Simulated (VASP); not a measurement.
# W (Fd-3m) in VASP: relaxation of cell and atoms with PBE

Aim: the relaxation of cell and atoms of W with PBE.

Program: VASP 6.6.1. These are calculated values, not measurements. Logs are shortened: lines on timing, memory, paths and dates and some standing lists are left out, and cuts for length are marked.

## 1. The cell of the first run

It takes space group Fd-3m (No. 227, cubic). Conventional cell: a = 5.829 Å, b = 5.829 Å, c = 5.829 Å, α = 90.00°, β = 90.00°, γ = 90.00°. W (site symmetry -43m) has 4 W at 2.52 Å within 3.3 Å.

## 2. Relaxation of cell and atoms, PBE

INCAR reads:

```
SYSTEM = W
PREC = Accurate
ENCUT = 600
EDIFF = 1E-6
ISMEAR = -1
SIGMA = 0.05
LREAL = .FALSE.
LASPH = .TRUE.
NELM = 60
ALGO = Normal
ISIF = 3
LWAVE = .FALSE.
LCHARG = .FALSE.
GGA = PE
IBRION = 2
NSW = 50
EDIFFG = -0.02
```

KPOINTS reads:

```
Automatic mesh
0
G
  14 14 14
  0 0 0
```

POSCAR reads:

```
W
1.0
    0.0000000000      2.9146083304      2.9146083304
    2.9146083304      0.0000000000      2.9146083304
    2.9146083304      2.9146083304      0.0000000000
W
2
Direct
    1.0000000000      1.0000000000      1.0000000000
    0.2500000000      0.2500000000      0.2500000000
```

Potentials or basis: VASP PAW PBE potentials, release 64 (W_sv).

Launch:

```
$ cat potpaw_PBE.64/W_sv/POTCAR > POTCAR
$ mpirun -np 1 vasp_std > vasp.out
```

OUTCAR:

```text
SYSTEM = W
   PREC = Accurate
   ENCUT = 600
   EDIFF = 1E-6
   ISMEAR = -1
   LREAL = .FALSE.
   LASPH = .TRUE.
   NELM = 60
   ISIF = 3
   GGA = PE
   IBRION = 2
   NSW = 50
   EDIFFG = -0.02

 ion  position               nearest neighbor table
   1  0.000  0.000  0.000-   2 2.52   2 2.52   2 2.52   2 2.52
   2  0.250  0.250  0.250-   1 2.52   1 2.52   1 2.52   1 2.52

  LATTYP: Found a face centered cubic cell.
 ALAT       =     5.8292166608

  Lattice vectors:

 A1 = (   0.0000000000,   2.9146083304,   2.9146083304)
 A2 = (   2.9146083304,   0.0000000000,   2.9146083304)
 A3 = (   2.9146083304,   2.9146083304,   0.0000000000)

Analysis of symmetry for initial positions (statically):
=====================================================================
 Subroutine PRICEL returns:
 Original cell was already a primitive cell.

 Routine SETGRP: Setting up the symmetry group for a
 face centered cubic supercell.

 Subroutine GETGRP returns: Found 48 space group operations
 (whereof 24 operations were pure point group operations)
 out of a pool of 48 trial point group operations.

The static configuration has the point symmetry T_d .
 The point group associated with its full space group is O_h .

Analysis of symmetry for dynamics (positions and initial velocities):
=====================================================================
 Subroutine PRICEL returns:
 Original cell was already a primitive cell.

 Routine SETGRP: Setting up the symmetry group for a
 face centered cubic supercell.

 Subroutine GETGRP returns: Found 48 space group operations
 (whereof 24 operations were pure point group operations)
 out of a pool of 48 trial point group operations.

The dynamic configuration has the point symmetry T_d .
 The point group associated with its full space group is O_h .

 Subroutine INISYM returns: Found 48 space group operations
 (whereof 24 operations are pure point group operations),
 and found     1 'primitive' translations

----------------------------------------------------------------------------------------

                                     Primitive cell

  volume of cell :      49.5189

  direct lattice vectors                    reciprocal lattice vectors
     0.000000000  2.914608330  2.914608330    -0.171549637  0.171549637  0.171549637
     2.914608330  0.000000000  2.914608330     0.171549637 -0.171549637  0.171549637
     2.914608330  2.914608330  0.000000000     0.171549637  0.171549637 -0.171549637

  length of vectors
     4.121878630  4.121878630  4.121878630     0.297132687  0.297132687  0.297132687

  position of ions in fractional coordinates (direct lattice)
     0.000000000  0.000000000  0.000000000
     0.250000000  0.250000000  0.250000000

  ion indices of the primitive-cell ions
   primitive index   ion index
                 1           1
                 2           2

----------------------------------------------------------------------------------------

 KPOINTS: Automatic mesh

Automatic generation of k-mesh.
 Grid dimensions read from file:
 generate k-points for:   14   14   14

 Generating k-lattice:

  Cartesian coordinates                     Fractional coordinates (reciprocal lattice)
    -0.012253545  0.012253545  0.012253545     0.071428571  0.000000000  0.000000000
     0.012253545 -0.012253545  0.012253545     0.000000000  0.071428571  0.000000000
     0.012253545  0.012253545 -0.012253545     0.000000000  0.000000000  0.071428571

  Length of vectors
     0.021223763  0.021223763  0.021223763

  Shift w.r.t. Gamma in fractional coordinates (k-lattice)
     0.000000000  0.000000000  0.000000000

 Subroutine IBZKPT returns following result:
 ===========================================

 Found    104 irreducible k-points:

 Following reciprocal coordinates:
            Coordinates               Weight
  0.000000  0.000000  0.000000      1.000000
  0.071429  0.000000  0.000000      8.000000
  0.142857  0.000000  0.000000      8.000000
  0.214286  0.000000  0.000000      8.000000
  0.285714  0.000000  0.000000      8.000000
  0.357143  0.000000  0.000000      8.000000
[... 16 lines left out ...]
  0.214286  0.142857  0.000000     24.000000
  0.285714  0.142857  0.000000     24.000000
 [... further k-points ...]
   k-points           NKPTS =    104   k-points in BZ     NKDIM =    104   number of bands    NBANDS=     18
   number of dos      NEDOS =    301   number of ions     NIONS =      2
   total plane-waves  NPLWV =  46656
   dimension x,y,z NGX =    36 NGY =   36 NGZ =   36
   dimension x,y,z NGXF=    72 NGYF=   72 NGZF=   72
   ions per type =               2
   NGX,Y,Z   is equivalent  to a cutoff of  14.52, 14.52, 14.52 a.u.
   NGXF,Y,Z  is equivalent  to a cutoff of  29.04, 29.04, 29.04 a.u.
 SYSTEM =  W
   PREC   = accura    normal or accurate (medium, high low for compatibility)
   ISTART =      0    job   : 0-new  1-cont  2-samecut
   ICHARG =      2    charge: 1-file 2-atom 10-const
   ISPIN  =      1    spin polarized calculation?
   LNONCOLLINEAR =      F non collinear calculations
   LSORBIT =      F    spin-orbit coupling
   LASPH  =      T    aspherical Exc in radial PAW
   ENCUT  =  600.0 eV  44.10 Ry    6.64 a.u.   8.23  8.23  8.23*2*pi/ulx,y,z
   NELM   =     60;   NELMIN=  2; NELMDL= -5     # of ELM steps
   EDIFF  = 0.1E-05   stopping-criterion for ELM
   LREAL  =      F    real-space projection
   EDIFFG = -.2E-01   stopping-criterion for IOM
   NSW    =     50    number of steps for IOM
   IBRION =      2    ionic relax: 0-MD 1-quasi-New 2-CG
   NFREE  =      1    steps in history (QN), initial steepest desc. (CG)
   ISIF   =      3    stress and relaxation
   ISYM   =      2    0-nonsym 1-usesym 2-fastsym
   POTIM  = 0.5000    time-step for ionic-motion
   TEBEG  =    0.0;   TEEND  =   0.0 temperature during run
   PSTRESS=    0.0 pullay stress
   NELECT =      28.0000    total number of electrons
   NUPDOWN=      -1.0000    fix difference up-down
   EMIN   =  10.00;   EMAX   =-10.00  energy-range for DOS
   EFERMI =   0.00;   METHOD = LEGACY
   ISMEAR =    -1;   SIGMA  =   0.05  broadening in eV -4-tet -1-fermi 0-gaus
   EFERMI_NEDOS =   21; number of points for ismear=-14 and -15
   IALGO  =     38    algorithm
   IMIX   =      4    mixing-type and parameters
     AMIX     =   0.40;   BMIX     =  1.00
     AMIX_MAG =   1.60;   BMIX_MAG =  1.00
  volume/ion in A,a.u.               =      24.76       167.08
  Fermi-wavevector in a.u.,A,eV,Ry     =   1.353746  2.558210 24.934435  1.832629
  Thomas-Fermi vector in A             =   2.480976
   LORBIT       =      0    0 simple, 1 ext, 2 COOP (PROOUT), +10 PAW based schemes
   GGA     = PE    functional components
   LHFCALC =     F    Hartree Fock is set to
   AEXX    =    0.0000 exact exchange contribution
   IVDW    =     0    specifies the selected vdW correction
   LEPSILON=     F    determine dielectric tensor
   LRPA    =     F    only Hartree local field effects (RPA)
 conjugate gradient relaxation of ions
 non-spin polarized calculation
  energy-cutoff  :      600.00
  volume of cell :       49.52
 maximum number of plane-waves:      1676
 NGX is ok and might be reduce to    36
   NGX = 17   NGY = 17   NGZ = 17

--------------------------------------- Ionic step        1  -------------------------------------------

 number of electron      28.0000004 magnetization

 Free energy of the ion-electron system (eV)
  ---------------------------------------------------
  ext. energy  EPLUGINS =         0.00000000
  ---------------------------------------------------
  free energy    TOTEN  =       -20.60662226 eV

  energy without entropy =      -20.58184649  energy(sigma->0) =      -20.59423437

------------------------ aborting loop because EDIFF is reached ----------------------------------------

  FORCE on cell =-STRESS in cart. coord.  units (eV):
  Direction    XX          YY          ZZ          XY          YZ          ZX
  --------------------------------------------------------------------------------------
  -------------------------------------------------------------------------------------
  Total        0.1635988      0.1635988      0.1635988      0.0000000     -0.0000000      0.0000000
  in kB        5.2932222      5.2932222      5.2932222      0.0000000     -0.0000000      0.0000000
  external PRESSURE =       5.2932222 kB  Pullay stress =       0.0000000 kB
[... 57 lines left out ...]
  energy  without entropy=      -20.5808747958  energy(sigma->0) =      -20.59344555

--------------------------------------- Ionic step        3  -------------------------------------------

 number of electron      28.0000005 magnetization

 Free energy of the ion-electron system (eV)
  ---------------------------------------------------
  ext. energy  EPLUGINS =         0.00000000
  ---------------------------------------------------
  free energy    TOTEN  =       -20.60701026 eV

  energy without entropy =      -20.58208652  energy(sigma->0) =      -20.59454839

 E-fermi :   5.1891     XC(G=0): -10.7538

 val. band max:        5.1853220924   @ k =  -0.4286   0.2857   0.0000
 cond. band min:       5.2096923957   @ k =  -0.4286   0.4286   0.1429
 fundamental gap:      0.0243703033
 Fermi energy:         5.1891187585

 k-point     1 :       0.0000    0.0000    0.0000
  band No.  band energies     occupation
      1     -67.9762      2.00000
      2     -67.6679      2.00000
      3     -32.5517      2.00000
      4     -32.5517      2.00000
      5     -32.5517      2.00000
      6     -31.6556      2.00000
[... 10 lines left out ...]
     17       6.7144      0.00000
     18      10.4152      0.00000
[... 466 lines left out ...]
      2     -67.7079      2.00000
      3     -32.6405      2.00000
      4     -32.6370      2.00000
      5     -32.4713      2.00000
      6     -31.7441      2.00000
[... 10 lines left out ...]
     17       7.1596      0.00000
     18       9.4025      0.00000

 [... further k-points ...]

------------------------ aborting loop because EDIFF is reached ----------------------------------------

  FORCE on cell =-STRESS in cart. coord.  units (eV):
  Direction    XX          YY          ZZ          XY          YZ          ZX
  --------------------------------------------------------------------------------------
  -------------------------------------------------------------------------------------
  Total        0.0008405      0.0008405      0.0008405      0.0000000      0.0000000      0.0000000
  in kB        0.0270686      0.0270686      0.0270686      0.0000000      0.0000000      0.0000000
  external PRESSURE =       0.0270686 kB  Pullay stress =       0.0000000 kB
[... 17 lines left out ...]
  FREE ENERGIE OF THE ION-ELECTRON SYSTEM (eV)
  ---------------------------------------------------
  free  energy   TOTEN  =       -20.6070102608 eV

  energy  without entropy=      -20.5820865195  energy(sigma->0) =      -20.59454839

 reached required accuracy - stopping structural energy minimisation
```

It took 6.1 min on 1 thread of Intel Xeon 8259CL, shared host; peak memory 0.27 GiB.

What came out:

```yaml
Free_energy: -20.6070 eV
Relaxed_volume: 24.87 Å³/atom
Relaxed_cell: a = 4.128 Å, b = 4.128 Å, c = 4.128 Å, α = 60.00°, β = 60.00°, γ = 60.00°
Space_group_after_relaxing_to_0.05_Å: Fd-3m (No. 227)
Energy_gained_by_relaxing: 0.2 meV/atom
Ionic_steps: 3
Pressure_after_relaxing: 0.0 GPa
Band_gap_on_the_k_mesh: zero (band 14 reaches 5.74 eV, above the bottom of band 15 at 4.73 eV)
```

Step by step:
| step | energy change (eV) | largest force (eV/Å) | pressure (GPa) | volume (Å³) |
| --- | --- | --- | --- | --- |
| 1 | 0.0000 | 0.0000 | 0.53 | 49.52 |
| 2 | 0.0006 | 0.0000 | -0.88 | 50.11 |
| 3 | -0.0004 | 0.0000 | 0.00 | 49.75 |

Final structure:
```cif
data_structure
_symmetry_space_group_name_H-M 'P 1'
_symmetry_Int_Tables_number 1
_cell_length_a 4.1282
_cell_length_b 4.1282
_cell_length_c 4.1282
_cell_angle_alpha 60.000
_cell_angle_beta 60.000
_cell_angle_gamma 60.000
_cell_volume 49.75
loop_
_atom_site_label
_atom_site_type_symbol
_atom_site_fract_x
_atom_site_fract_y
_atom_site_fract_z
_atom_site_occupancy
W1 W 0.00000 0.00000 0.00000 1
W2 W 0.25000 0.25000 0.25000 1
```

Caveat: spin-orbit coupling is left out, which moves the levels of the heavy elements.
